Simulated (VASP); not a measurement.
# Cl (Im-3m) in VASP: a series of runs, part 2 of 2

VASP 6.6.1. Earlier steps stand in the parts before.

## 3. Relaxation of cell and atoms, PBE

This run uses another cell than the first one, of 22.37 Å³/atom, 1.023 times its volume.

File INCAR:

```
SYSTEM = Cl
  PREC = Accurate
  ENCUT = 600
  EDIFF = 1E-6
  ISMEAR = -1
  SIGMA = 0.02
  LREAL = .False.
  LASPH = .True.
  NELM = 60
  ALGO = Normal
  ISIF = 3
  LWAVE = .False.
  LCHARG = .False.
  GGA = PE
  IBRION = 2
  NSW = 60
  EDIFFG = -0.03
```

File KPOINTS:

```
regular mesh
0
Gamma
  10 10 10
  0 0 0
```

File POSCAR:

```
Cl
1.0
    1.7750000000      1.7750000000      1.7750000000
   -1.7750000000      1.7750000000      1.7750000000
   -1.7750000000     -1.7750000000      1.7750000000
Cl
1
Direct
    0.0000000000      0.0000000000      0.0000000000
```

Potentials or basis: VASP PAW PBE potentials, release 64 (Cl).

Command:

```sh
$ cat potpaw_PBE.64/Cl/POTCAR > POTCAR
$ mpirun -np 1 vasp_std > vasp.out
```

OUTCAR:

```text
SYSTEM = Cl
   PREC = Accurate
   ENCUT = 600
   EDIFF = 1E-6
   ISMEAR = -1
   LREAL = .False.
   LASPH = .True.
   NELM = 60
   ISIF = 3
   GGA = PE
   IBRION = 2
   NSW = 60
   EDIFFG = -0.03

 ion  position               nearest neighbor table
   1  0.000  0.000  0.000-

  LATTYP: Found a body centered cubic cell.
 ALAT       =     3.5500000000

  Lattice vectors:

 A1 = (   1.7750000000,  -1.7750000000,  -1.7750000000)
 A2 = (   1.7750000000,   1.7750000000,   1.7750000000)
 A3 = (  -1.7750000000,  -1.7750000000,   1.7750000000)

Analysis of symmetry for initial positions (statically):
=====================================================================
 Subroutine PRICEL returns:
 Original cell was already a primitive cell.

 Routine SETGRP: Setting up the symmetry group for a
 body centered cubic supercell.

 Subroutine GETGRP returns: Found 48 space group operations
 (whereof 48 operations were pure point group operations)
 out of a pool of 48 trial point group operations.

The static configuration has the point symmetry O_h .

Analysis of symmetry for dynamics (positions and initial velocities):
=====================================================================
 Subroutine PRICEL returns:
 Original cell was already a primitive cell.

 Routine SETGRP: Setting up the symmetry group for a
 body centered cubic supercell.

 Subroutine GETGRP returns: Found 48 space group operations
 (whereof 48 operations were pure point group operations)
 out of a pool of 48 trial point group operations.

The dynamic configuration has the point symmetry O_h .

 Subroutine INISYM returns: Found 48 space group operations
 (whereof 48 operations are pure point group operations),
 and found     1 'primitive' translations

----------------------------------------------------------------------------------------

                                     Primitive cell

  volume of cell :      22.3694

  direct lattice vectors                    reciprocal lattice vectors
     1.775000000  1.775000000  1.775000000     0.281690141  0.000000000  0.281690141
    -1.775000000  1.775000000  1.775000000    -0.281690141  0.281690141  0.000000000
    -1.775000000 -1.775000000  1.775000000     0.000000000 -0.281690141  0.281690141

  length of vectors
     3.074390183  3.074390183  3.074390183     0.398370018  0.398370018  0.398370018

  position of ions in fractional coordinates (direct lattice)
     0.000000000  0.000000000  0.000000000

  ion indices of the primitive-cell ions
   primitive index   ion index
                 1           1

----------------------------------------------------------------------------------------

 KPOINTS: regular mesh

Automatic generation of k-mesh.
 Grid dimensions read from file:
 generate k-points for:   10   10   10

 Generating k-lattice:

  Cartesian coordinates                     Fractional coordinates (reciprocal lattice)
     0.028169014  0.000000000  0.028169014     0.100000000  0.000000000  0.000000000
    -0.028169014  0.028169014  0.000000000     0.000000000  0.100000000  0.000000000
     0.000000000 -0.028169014  0.028169014     0.000000000  0.000000000  0.100000000

  Length of vectors
     0.039837002  0.039837002  0.039837002

  Shift w.r.t. Gamma in fractional coordinates (k-lattice)
     0.000000000  0.000000000  0.000000000

 Subroutine IBZKPT returns following result:
 ===========================================

 Found     47 irreducible k-points:

 Following reciprocal coordinates:
            Coordinates               Weight
  0.000000  0.000000  0.000000      1.000000
  0.100000  0.000000  0.000000     12.000000
  0.200000  0.000000  0.000000     12.000000
  0.300000  0.000000  0.000000     12.000000
  0.400000  0.000000  0.000000     12.000000
  0.500000  0.000000  0.000000      6.000000
[... 16 lines left out ...]
  0.100000  0.300000  0.100000      8.000000
  0.500000  0.300000  0.100000     24.000000
 [... further k-points ...]
   k-points           NKPTS =     47   k-points in BZ     NKDIM =     47   number of bands    NBANDS=      7
   number of dos      NEDOS =    301   number of ions     NIONS =      1
   total plane-waves  NPLWV =  21952
   dimension x,y,z NGX =    28 NGY =   28 NGZ =   28
   dimension x,y,z NGXF=    56 NGYF=   56 NGZF=   56
   ions per type =               1
   NGX,Y,Z   is equivalent  to a cutoff of  15.14, 15.14, 15.14 a.u.
   NGXF,Y,Z  is equivalent  to a cutoff of  30.28, 30.28, 30.28 a.u.
 SYSTEM =  Cl
   PREC   = accura    normal or accurate (medium, high low for compatibility)
   ISTART =      0    job   : 0-new  1-cont  2-samecut
   ICHARG =      2    charge: 1-file 2-atom 10-const
   ISPIN  =      1    spin polarized calculation?
   LNONCOLLINEAR =      F non collinear calculations
   LSORBIT =      F    spin-orbit coupling
   LASPH  =      T    aspherical Exc in radial PAW
   ENCUT  =  600.0 eV  44.10 Ry    6.64 a.u.   6.14  6.14  6.14*2*pi/ulx,y,z
   NELM   =     60;   NELMIN=  2; NELMDL= -5     # of ELM steps
   EDIFF  = 0.1E-05   stopping-criterion for ELM
   LREAL  =      F    real-space projection
   EDIFFG = -.3E-01   stopping-criterion for IOM
   NSW    =     60    number of steps for IOM
   IBRION =      2    ionic relax: 0-MD 1-quasi-New 2-CG
   NFREE  =      1    steps in history (QN), initial steepest desc. (CG)
   ISIF   =      3    stress and relaxation
   ISYM   =      2    0-nonsym 1-usesym 2-fastsym
   POTIM  = 0.5000    time-step for ionic-motion
   TEBEG  =    0.0;   TEEND  =   0.0 temperature during run
   PSTRESS=    0.0 pullay stress
   NELECT =       7.0000    total number of electrons
   NUPDOWN=      -1.0000    fix difference up-down
   EMIN   =  10.00;   EMAX   =-10.00  energy-range for DOS
   EFERMI =   0.00;   METHOD = LEGACY
   ISMEAR =    -1;   SIGMA  =   0.02  broadening in eV -4-tet -1-fermi 0-gaus
   EFERMI_NEDOS =   21; number of points for ismear=-14 and -15
   IALGO  =     38    algorithm
   IMIX   =      4    mixing-type and parameters
     AMIX     =   0.40;   BMIX     =  1.00
     AMIX_MAG =   1.60;   BMIX_MAG =  1.00
  volume/ion in A,a.u.               =      22.37       150.96
  Fermi-wavevector in a.u.,A,eV,Ry     =   1.111448  2.100332 16.807504  1.235317
  Thomas-Fermi vector in A             =   2.248011
   LORBIT       =      0    0 simple, 1 ext, 2 COOP (PROOUT), +10 PAW based schemes
   GGA     = PE    functional components
   LHFCALC =     F    Hartree Fock is set to
   AEXX    =    0.0000 exact exchange contribution
   IVDW    =     0    specifies the selected vdW correction
   LEPSILON=     F    determine dielectric tensor
   LRPA    =     F    only Hartree local field effects (RPA)
 conjugate gradient relaxation of ions
 non-spin polarized calculation
  energy-cutoff  :      600.00
  volume of cell :       22.37
 maximum number of plane-waves:       767
 NGX is ok and might be reduce to    28
   NGX = 13   NGY = 13   NGZ = 13

--------------------------------------- Ionic step        1  -------------------------------------------

 number of electron       7.0000000 magnetization

 Free energy of the ion-electron system (eV)
  ---------------------------------------------------
  ext. energy  EPLUGINS =         0.00000000
  ---------------------------------------------------
  free energy    TOTEN  =        -0.94786907 eV

  energy without entropy =       -0.94434653  energy(sigma->0) =       -0.94610780

------------------------ aborting loop because EDIFF is reached ----------------------------------------

  FORCE on cell =-STRESS in cart. coord.  units (eV):
  Direction    XX          YY          ZZ          XY          YZ          ZX
  --------------------------------------------------------------------------------------
  -------------------------------------------------------------------------------------
  Total       -0.1704272     -0.1704272     -0.1704272      0.0000000      0.0000000      0.0000000
  in kB      -12.2065904    -12.2065904    -12.2065904      0.0000000      0.0000000      0.0000000
  external PRESSURE =     -12.2065904 kB  Pullay stress =       0.0000000 kB
[... 55 lines left out ...]
  energy  without entropy=       -0.9475573005  energy(sigma->0) =       -0.94925359

--------------------------------------- Ionic step        3  -------------------------------------------

 number of electron       6.9999999 magnetization

 Free energy of the ion-electron system (eV)
  ---------------------------------------------------
  ext. energy  EPLUGINS =         0.00000000
  ---------------------------------------------------
  free energy    TOTEN  =        -0.95164341 eV

  energy without entropy =       -0.94832707  energy(sigma->0) =       -0.94998524

 E-fermi :   1.6709     XC(G=0):  -9.4877

 val. band max:        1.6521333523   @ k =   0.3000   0.2000   0.1000
 cond. band min:       1.6851522478   @ k =  -0.4000   0.2000   0.0000
 fundamental gap:      0.0330188955
 Fermi energy:         1.6709381452

 k-point     1 :       0.0000    0.0000    0.0000
  band No.  band energies     occupation
      1     -13.6437      2.00000
      2       2.3371      0.00000
      3       2.3371      0.00000
      4       2.3371      0.00000
      5      11.3970      0.00000
      6      15.8174      0.00000
      7      15.8174      0.00000
[... 221 lines left out ...]
 k-point    24 :       0.5000    0.3000    0.1000
  band No.  band energies     occupation
      1     -11.8101      2.00000
      2      -1.8149      2.00000
      3      -0.4221      2.00000
      4       1.5866      1.97095
      5      12.9632      0.00000
      6      12.9882      0.00000
      7      15.2200      0.00000

 [... further k-points ...]
[... 5 lines left out ...]
  --------------------------------------------------------------------------------------
  -------------------------------------------------------------------------------------
  Total       -0.0113131     -0.0113131     -0.0113131      0.0000000      0.0000000      0.0000000
  in kB       -0.8436115     -0.8436115     -0.8436115      0.0000000      0.0000000      0.0000000
  external PRESSURE =      -0.8436115 kB  Pullay stress =       0.0000000 kB
[... 16 lines left out ...]
  FREE ENERGIE OF THE ION-ELECTRON SYSTEM (eV)
  ---------------------------------------------------
  free  energy   TOTEN  =        -0.9516434071 eV

  energy  without entropy=       -0.9483270715  energy(sigma->0) =       -0.94998524

 reached required accuracy - stopping structural energy minimisation
```

Wall time 17 s (1 thread of Intel Xeon Platinum 8488C (Sapphire Rapids), shared host); peak memory 0.15 GiB.

What came out:

```yaml
Free_energy: -0.9516 eV
Relaxed_volume: 21.49 Å³/atom
Relaxed_cell: a = 3.033 Å, b = 3.033 Å, c = 3.033 Å, α = 70.53°, β = 109.47°, γ = 70.53°
Space_group_after_relaxing_to_0.05_Å: Im-3m (No. 229)
Energy_gained_by_relaxing: 3.8 meV/atom
Ionic_steps: 3
Pressure_after_relaxing: -0.1 GPa
```

The path:
| step | energy change (eV) | largest force (eV/Å) | pressure (GPa) | volume (Å³) |
| --- | --- | --- | --- | --- |
| 1 | 0.0000 | 0.0000 | -1.22 | 22.37 |
| 2 | -0.0031 | 0.0000 | -0.55 | 21.82 |
| 3 | -0.0038 | 0.0000 | -0.08 | 21.49 |

Final structure:
```xyz
1
Lattice="1.7513 1.7513 1.7513 -1.7513 1.7513 1.7513 -1.7513 -1.7513 1.7513" Properties=species:S:1:pos:R:3 pbc="T T T"
Cl    0.0000    0.0000    0.0000
```

Levels at points of the mesh, in eV from the Fermi level:
```
           k point  band 1  band 2  band 3  band 4  band 5  band 6  band 7
(0.00, 0.00, 0.00)  -15.31    0.67    0.67    0.67    9.73   14.15   14.15
(0.50, 0.00, 0.00)  -13.65   -4.37   -0.72    0.44    9.16   11.20   17.51
(0.50, 0.50, 0.50)  -12.64   -2.43   -2.43   -2.43    7.90    7.90   21.29
```

Caveat: an odd number of electrons without spin polarisation forces a metal; a magnetic or distorted state may lie lower.
